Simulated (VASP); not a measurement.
# TiAl (Pmmm) in VASP: notebook

The runs below take TiAl through single point, with LDA.

Program: VASP 6.6.1. These are calculated values, not measurements. Logs are shortened: lines on timing, memory, paths and dates and some standing lists are left out, and cuts for length are marked.

### 1 The cell of the first run

The structure is orthorhombic, space group Pmmm (No. 47). Conventional cell: a = 2.780 Å, b = 3.124 Å, c = 3.382 Å, α = 90.00°, β = 90.00°, γ = 90.00°. Within 3.5 Å of Ti (site symmetry mmm) lie 8 Al at 2.69 Å and 6 Ti at 2.78 to 3.38 Å. Within 3.5 Å of Al (site symmetry mmm) lie 8 Ti at 2.69 Å and 6 Al at 2.78 to 3.38 Å.

### 2 Single point, LDA (normal strain along x -0.1100, normal strain along y +0.0825)

The input, INCAR:

```
PREC = Accurate ; ENCUT = 520
EDIFF = 1E-7 ; ISMEAR = 0
SIGMA = 0.15 ; LREAL = False
LASPH = True ; NELM = 60
ALGO = Fast ; ISIF = 2
LWAVE = False ; LCHARG = False
GGA = CA ; NBANDS = 14
```

The input, KPOINTS:

```
regular mesh
0
Gamma
  14 14 14
```

The input, POSCAR:

```
TiAl
1.0
    2.7804367431      0.0000000000      0.0000000000
    0.0000000000      3.3818233420      0.0000000000
    0.0000000000      0.0000000000      3.1240862282
Ti Al
1 1
Direct
    0.0000000000      0.0000000000      0.0000000000
    0.5000000000      0.5000000000      0.5000000000
```

Potentials or basis: VASP PAW LDA potentials, release 64 (Ti_sv, Al).

Command:

```console
> cat potpaw_LDA.64/Ti_sv/POTCAR potpaw_LDA.64/Al/POTCAR > POTCAR
> mpirun -np 1 vasp_std > vasp.out
```

OUTCAR:

```text
PREC = Accurate
   ENCUT = 520
   EDIFF = 1E-7
   ISMEAR = 0
   LREAL = False
   LASPH = True
   NELM = 60
   ISIF = 2
   GGA = CA

 ion  position               nearest neighbor table
   1  0.000  0.000  0.000-   2 2.69   2 2.69   2 2.69   2 2.69   2 2.69   2 2.69   2 2.69   2 2.69

   2  0.500  0.500  0.500-   1 2.69   1 2.69   1 2.69   1 2.69   1 2.69   1 2.69   1 2.69   1 2.69

  LATTYP: Found a simple orthorhombic cell.
 ALAT       =     2.7804367431
 B/A-ratio  =     1.1235955056
 C/A-ratio  =     1.2162921348

  Lattice vectors:

 A1 = (  -2.7804367431,   0.0000000000,   0.0000000000)
 A2 = (   0.0000000000,   0.0000000000,   3.1240862282)
 A3 = (   0.0000000000,   3.3818233420,   0.0000000000)

Analysis of symmetry for initial positions (statically):
=====================================================================
 Subroutine PRICEL returns:
 Original cell was already a primitive cell.

 Routine SETGRP: Setting up the symmetry group for a
 simple orthorhombic supercell.

 Subroutine GETGRP returns: Found  8 space group operations
 (whereof  8 operations were pure point group operations)
 out of a pool of  8 trial point group operations.

The static configuration has the point symmetry D_2h.

Analysis of symmetry for dynamics (positions and initial velocities):
=====================================================================
 Subroutine PRICEL returns:
 Original cell was already a primitive cell.

 Routine SETGRP: Setting up the symmetry group for a
 simple orthorhombic supercell.

 Subroutine GETGRP returns: Found  8 space group operations
 (whereof  8 operations were pure point group operations)
 out of a pool of  8 trial point group operations.

The dynamic configuration has the point symmetry D_2h.

 Subroutine INISYM returns: Found  8 space group operations
 (whereof  8 operations are pure point group operations),
 and found     1 'primitive' translations

----------------------------------------------------------------------------------------

                                     Primitive cell

  volume of cell :      29.3756

  direct lattice vectors                    reciprocal lattice vectors
     2.780436743  0.000000000  0.000000000     0.359655728  0.000000000  0.000000000
     0.000000000  3.381823342  0.000000000     0.000000000  0.295698474  0.000000000
     0.000000000  0.000000000  3.124086228     0.000000000  0.000000000  0.320093598

  length of vectors
     2.780436743  3.381823342  3.124086228     0.359655728  0.295698474  0.320093598

  position of ions in fractional coordinates (direct lattice)
     0.000000000  0.000000000  0.000000000
     0.500000000  0.500000000  0.500000000

  ion indices of the primitive-cell ions
   primitive index   ion index
                 1           1
                 2           2

----------------------------------------------------------------------------------------

 KPOINTS: regular mesh

Automatic generation of k-mesh.
 Grid dimensions read from file:
 generate k-points for:   14   14   14

 Generating k-lattice:

  Cartesian coordinates                     Fractional coordinates (reciprocal lattice)
     0.025689695  0.000000000  0.000000000     0.071428571  0.000000000  0.000000000
     0.000000000  0.021121320  0.000000000     0.000000000  0.071428571  0.000000000
     0.000000000  0.000000000  0.022863828     0.000000000  0.000000000  0.071428571

  Length of vectors
     0.025689695  0.021121320  0.022863828

  Shift w.r.t. Gamma in fractional coordinates (k-lattice)
     0.000000000  0.000000000  0.000000000

 Subroutine IBZKPT returns following result:
 ===========================================

 Found    512 irreducible k-points:

 Following reciprocal coordinates:
            Coordinates               Weight
  0.000000  0.000000  0.000000      1.000000
  0.071429  0.000000  0.000000      2.000000
  0.142857  0.000000  0.000000      2.000000
  0.214286  0.000000  0.000000      2.000000
  0.285714  0.000000  0.000000      2.000000
  0.357143  0.000000  0.000000      2.000000
[... 16 lines left out ...]
  0.428571  0.142857  0.000000      4.000000
  0.500000  0.142857  0.000000      2.000000
 [... further k-points ...]
   k-points           NKPTS =    512   k-points in BZ     NKDIM =    512   number of bands    NBANDS=     14
   number of dos      NEDOS =    301   number of ions     NIONS =      2
   total plane-waves  NPLWV =  16128
   dimension x,y,z NGX =    24 NGY =   28 NGZ =   24
   dimension x,y,z NGXF=    48 NGYF=   56 NGZF=   48
   ions per type =               1   1
   NGX,Y,Z   is equivalent  to a cutoff of  14.35, 13.76, 12.77 a.u.
   NGXF,Y,Z  is equivalent  to a cutoff of  28.70, 27.53, 25.54 a.u.
 SYSTEM =  unknown system
   PREC   = accura    normal or accurate (medium, high low for compatibility)
   ISTART =      0    job   : 0-new  1-cont  2-samecut
   ICHARG =      2    charge: 1-file 2-atom 10-const
   ISPIN  =      1    spin polarized calculation?
   LNONCOLLINEAR =      F non collinear calculations
   LSORBIT =      F    spin-orbit coupling
   LASPH  =      T    aspherical Exc in radial PAW
   ENCUT  =  520.0 eV  38.22 Ry    6.18 a.u.   5.17  6.29  5.81*2*pi/ulx,y,z
   NELM   =     60;   NELMIN=  2; NELMDL= -5     # of ELM steps
   EDIFF  = 0.1E-06   stopping-criterion for ELM
   LREAL  =      F    real-space projection
   EDIFFG = 0.1E-05   stopping-criterion for IOM
   NSW    =      0    number of steps for IOM
   IBRION =     -1    ionic relax: 0-MD 1-quasi-New 2-CG
   NFREE  =      0    steps in history (QN), initial steepest desc. (CG)
   ISIF   =      2    stress and relaxation
   ISYM   =      2    0-nonsym 1-usesym 2-fastsym
   POTIM  = 0.5000    time-step for ionic-motion
   TEBEG  =    0.0;   TEEND  =   0.0 temperature during run
   PSTRESS=    0.0 pullay stress
   NELECT =      15.0000    total number of electrons
   NUPDOWN=      -1.0000    fix difference up-down
   EMIN   =  10.00;   EMAX   =-10.00  energy-range for DOS
   EFERMI =   0.00;   METHOD = LEGACY
   ISMEAR =     0;   SIGMA  =   0.15  broadening in eV -4-tet -1-fermi 0-gaus
   EFERMI_NEDOS =   21; number of points for ismear=-14 and -15
   IALGO  =     68    algorithm
   IMIX   =      4    mixing-type and parameters
     AMIX     =   0.40;   BMIX     =  1.00
     AMIX_MAG =   1.60;   BMIX_MAG =  1.00
  volume/ion in A,a.u.               =      14.69        99.12
  Fermi-wavevector in a.u.,A,eV,Ry     =   1.308508  2.472721 23.295790  1.712192
  Thomas-Fermi vector in A             =   2.439170
   LORBIT       =      0    0 simple, 1 ext, 2 COOP (PROOUT), +10 PAW based schemes
   GGA     = CA    functional components
   LHFCALC =     F    Hartree Fock is set to
   AEXX    =    0.0000 exact exchange contribution
   IVDW    =     0    specifies the selected vdW correction
   LEPSILON=     F    determine dielectric tensor
   LRPA    =     F    only Hartree local field effects (RPA)
 non-spin polarized calculation
 RMM-DIIS sequential band-by-band and
 Gauss-broadening in eV      SIGMA  =   0.15
  energy-cutoff  :      520.00
  volume of cell :       29.38
 maximum number of plane-waves:       816
 NGX is ok and might be reduce to    24
   NGX = 11   NGY = 13   NGZ = 11

 number of electron      15.0000000 magnetization

 Free energy of the ion-electron system (eV)
  ---------------------------------------------------
  ext. energy  EPLUGINS =         0.00000000
  ---------------------------------------------------
  free energy    TOTEN  =       -13.35031650 eV

  energy without entropy =      -13.32441832  energy(sigma->0) =      -13.33736741

 E-fermi :   9.3705     XC(G=0): -11.7026

 val. band max:        9.3642582294   @ k =   0.5000   0.2143   0.3571
 cond. band min:       9.3725504666   @ k =   0.2143   0.4286   0.1429
 fundamental gap:      0.0082922372
 Fermi energy:         9.3705111477

 k-point     1 :       0.0000    0.0000    0.0000
  band No.  band energies     occupation
      1     -46.5118      2.00000
      2     -23.1931      2.00000
      3     -23.1238      2.00000
      4     -22.8358      2.00000
      5      -0.1183      2.00000
      6       7.5827      2.00000
      7       8.0121      2.00000
      8      10.9207      0.00000
      9      11.7819      0.00000
     10      11.9801      0.00000
     11      12.0542      0.00000
     12      13.9746      0.00000
     13      17.7414      0.00000
     14      18.1375      0.00000

 k-point     2 :       0.0714    0.0000    0.0000
  band No.  band energies     occupation
      1     -46.5082      2.00000
      2     -23.1898      2.00000
      3     -23.1208      2.00000
      4     -22.8656      2.00000
      5      -0.0115      2.00000
      6       7.6456      2.00000
      7       8.0636      2.00000
      8      10.9445      0.00000
      9      11.1478      0.00000
     10      11.7935      0.00000
     11      12.6417      0.00000
     12      14.2640      0.00000
     13      16.6378      0.00000
     14      18.5674      0.00000

 k-point     3 :       0.1429    0.0000    0.0000
  band No.  band energies     occupation
      1     -46.4978      2.00000
      2     -23.1806      2.00000
      3     -23.1123      2.00000
      4     -22.9485      2.00000
      5       0.3046      2.00000
      6       7.8245      2.00000
      7       8.1646      2.00000
      8      10.4688      0.00000
      9      11.0121      0.00000
     10      11.2618      0.00000
     11      13.4154      0.00000
     12      14.8945      0.00000
     13      15.2458      0.00000
     14      18.2777      0.00000

 k-point     4 :       0.2143    0.0000    0.0000
  band No.  band energies     occupation
      1     -46.4828      2.00000
      2     -23.1673      2.00000
      3     -23.1000      2.00000
      4     -23.0669      2.00000
      5       0.8190      2.00000
      6       8.0511      2.00000
      7       8.1777      2.00000
      8       9.8578      0.00000
      9      10.7020      0.00000
     10      11.1121      0.00000
     11      14.1326      0.00000
     12      14.2201      0.00000
     13      15.6572      0.00000
     14      17.9132      0.00000

 k-point     5 :       0.2857    0.0000    0.0000
  band No.  band energies     occupation
      1     -46.4661      2.00000
      2     -23.1964      2.00000
      3     -23.1524      2.00000
      4     -23.0864      2.00000
      5       1.5161      2.00000
      6       7.6734      2.00000
      7       8.4588      2.00000
      8       9.3448      1.19122
      9      10.2085      0.00000
     10      11.2267      0.00000
     11      13.6127      0.00000
[... 276 lines left out ...]
 k-point    22 :       0.3571    0.1429    0.0000
  band No.  band energies     occupation
      1     -46.4497      2.00000
      2     -23.3084      2.00000
      3     -23.1577      2.00000
      4     -23.0725      2.00000
      5       2.5965      2.00000
      6       6.8547      2.00000
      7       8.3317      2.00000
      8       9.2840      1.58507
      9       9.8827      0.00000
     10      11.0830      0.00000
     11      13.4814      0.00000
     12      15.0062      0.00000
     13      17.4022      0.00000
     14      17.8256      0.00000

 k-point    23 :       0.4286    0.1429    0.0000
  band No.  band energies     occupation
      1     -46.4392      2.00000
      2     -23.3868      2.00000
      3     -23.1479      2.00000
      4     -23.0639      2.00000
      5       3.5639      2.00000
      6       5.7637      2.00000
      7       8.4941      2.00000
      8       9.2100      1.86970
      9       9.6498      0.00845
     10      11.1710      0.00000
     11      13.6779      0.00000
     12      15.6344      0.00000
     13      16.9057      0.00000
     14      18.7610      0.00000

 k-point    24 :       0.5000    0.1429    0.0000
  band No.  band energies     occupation
      1     -46.4355      2.00000
      2     -23.4146      2.00000
      3     -23.1445      2.00000
      4     -23.0609      2.00000
      5       4.5723      2.00000
      6       4.7018      2.00000
      7       8.5327      2.00000
      8       9.2048      1.88183
      9       9.5697      0.06038
     10      11.2039      0.00000
     11      13.7748      0.00000
     12      16.0339      0.00000
     13      16.6155      0.00000
     14      19.2093      0.00000

 [... further k-points ...]
[... 5 lines left out ...]
  --------------------------------------------------------------------------------------
  -------------------------------------------------------------------------------------
  Total        1.2280283      1.9572577      0.0996319      0.0000000      0.0000000      0.0000000
  in kB       66.9779746    106.7509232      5.4340314      0.0000000      0.0000000      0.0000000
  external PRESSURE =      59.7209764 kB  Pullay stress =       0.0000000 kB

 VOLUME and BASIS-vectors are now :
 -----------------------------------------------------------------------------
  energy-cutoff  :      520.00
  volume of cell :       29.38
      direct lattice vectors                 reciprocal lattice vectors
     2.780436743  0.000000000  0.000000000     0.359655728  0.000000000  0.000000000
     0.000000000  3.381823342  0.000000000     0.000000000  0.295698474  0.000000000
     0.000000000  0.000000000  3.124086228     0.000000000  0.000000000  0.320093598

 POSITION                                       TOTAL-FORCE (eV/Angst)
 -----------------------------------------------------------------------------------
      0.00000      0.00000      0.00000         0.000000      0.000000      0.000000
      1.39022      1.69091      1.56204         0.000000      0.000000      0.000000
 -----------------------------------------------------------------------------------
    total drift:                                0.000000      0.000000      0.000000

  FREE ENERGIE OF THE ION-ELECTRON SYSTEM (eV)
  ---------------------------------------------------
  free  energy   TOTEN  =       -13.3503165047 eV

  energy  without entropy=      -13.3244183241  energy(sigma->0) =      -13.33736741
```

Run time: 10 min. Hardware: 1 thread of Intel Xeon 8259CL, shared host; peak memory 0.32 GiB.

Results:

```
Free energy            : -13.3503 eV
Pressure               : 6.0 GPa
Band gap on the k mesh : zero (an odd number of electrons rules out a gap without spin polarisation)
```

Levels at points of the mesh, in eV from the Fermi level:
```csv
k point,band 4,band 5,band 6,band 7,band 8,band 9,band 10,band 11,band 12,band 13
"(0.00, 0.00, 0.00)",-32.21,-9.49,-1.79,-1.36,1.55,2.41,2.61,2.68,4.60,8.37
"(0.50, 0.00, 0.00)",-32.43,-4.97,-4.78,-0.74,-0.20,0.14,2.07,4.81,6.79,8.00
"(0.00, 0.50, 0.00)",-32.20,-6.82,-5.42,-0.79,0.05,1.57,2.34,2.78,6.76,9.57
"(0.50, 0.50, 0.00)",-32.42,-4.90,-2.34,-1.28,-1.07,0.49,1.03,2.81,5.49,6.27
"(0.00, 0.00, 0.50)",-32.19,-6.12,-5.30,-0.88,-0.68,1.56,2.60,3.36,6.20,7.81
"(0.50, 0.00, 0.50)",-32.48,-4.50,-1.77,-1.16,-0.94,-0.04,0.35,3.52,5.68,6.54
"(0.00, 0.50, 0.50)",-32.18,-5.77,-2.64,-2.19,-1.63,1.76,1.90,2.55,4.42,5.12
"(0.50, 0.50, 0.50)",-32.57,-3.17,-3.14,-3.12,1.44,2.83,3.03,3.42,3.72,4.11
```

Caveat: the cell differs from its parent crystal (normal strain along x -0.1100, normal strain along y +0.0825); the stress differs along the axes, from 1 to 11 GPa.

(Part 1 of 2 ends here.)
